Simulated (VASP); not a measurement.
The system is CuI (Marshite).

```
I Cu
1.0
     0.00000    3.03150    3.03150
     3.03150    0.00000    3.03150
     3.03150    3.03150    0.00000
I Cu
1 1
Direct
  0.00000 0.00000 0.00000
  0.75000 0.75000 0.75000
```

* Program: VASP 6.6.1
* Task: relaxation of cell and atoms
* Functional: revPBE
* Potentials or basis: VASP PAW PBE potentials, release 64 (I, Cu)
* Cutoff: 600 eV
* k mesh: 8 × 8 × 8
* Occupations: fermi-dirac, width 0.05 eV
* Spin: no spin polarisation

At the start: pressure 1.8 GPa; volume 27.86 Å³/atom.

Q: How do energy, volume and symmetry change on relaxing?

A: Over 5 steps the energy falls by 7.7 meV/atom and the volume is 29.27 Å³/atom (+5.1 %); space group F-43m (No. 216, to 0.05 Å).

The path:
| step | energy change (eV) | largest force (eV/Å) | pressure (GPa) | volume (Å³) |
| --- | --- | --- | --- | --- |
| 1 | 0.0000 | 0.0000 | 1.82 | 55.72 |
| 2 | -0.0153 | 0.0000 | 0.35 | 58.31 |
| 3 | -0.0151 | 0.0000 | -0.23 | 58.98 |
| 4 | -0.0153 | 0.0000 | -0.11 | 58.71 |
| 5 | -0.0154 | 0.0000 | 0.00 | 58.53 |

Final structure:
```
I Cu
1.0
     0.00000    3.08172    3.08172
     3.08172    0.00000    3.08172
     3.08172    3.08172    0.00000
I Cu
1 1
Direct
  0.00000 0.00000 0.00000
  0.75000 0.75000 0.75000
```

Caveat: the PAW data sets were made with another functional, which shifts forces and pressure a little.
